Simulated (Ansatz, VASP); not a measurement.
**SrO in VASP and in Ansatz**

```
CELL_PARAMETERS angstrom
0.00000 2.58378 2.58378
2.58378 0.00000 2.58378
2.58378 2.58378 0.00000
ATOMIC_POSITIONS crystal
Sr 0.50000 0.50000 0.50000
O 0.00000 0.00000 0.00000
```

Alike in both runs: task single point; functional PBE; k mesh 2 × 2 × 2; occupations gaussian, width 0.1 eV; no spin polarisation.

|  | VASP | Ansatz |
| --- | --- | --- |
| version | VASP 6.6.1 | Ansatz 0.2.0 |
| potentials or method | VASP PAW PBE potentials, release 64 (Sr_sv, O), cutoff 600 eV | scalar-relativistic, plane waves, PAW |
| valence electrons in the cell | 16 | 16 |

|  | VASP | Ansatz | Ansatz less VASP |
| --- | --- | --- | --- |
| gap on the k mesh at the Fermi level (eV) | 3.06 | 3.12 | +0.054 |
| least direct gap on the mesh (eV) | 3.17 | 3.22 | +0.044 |
| pressure (GPa) | 2.3 | 1.7 | -0.58 |

The k mesh is coarse, so the values compare programs but aren't converged.
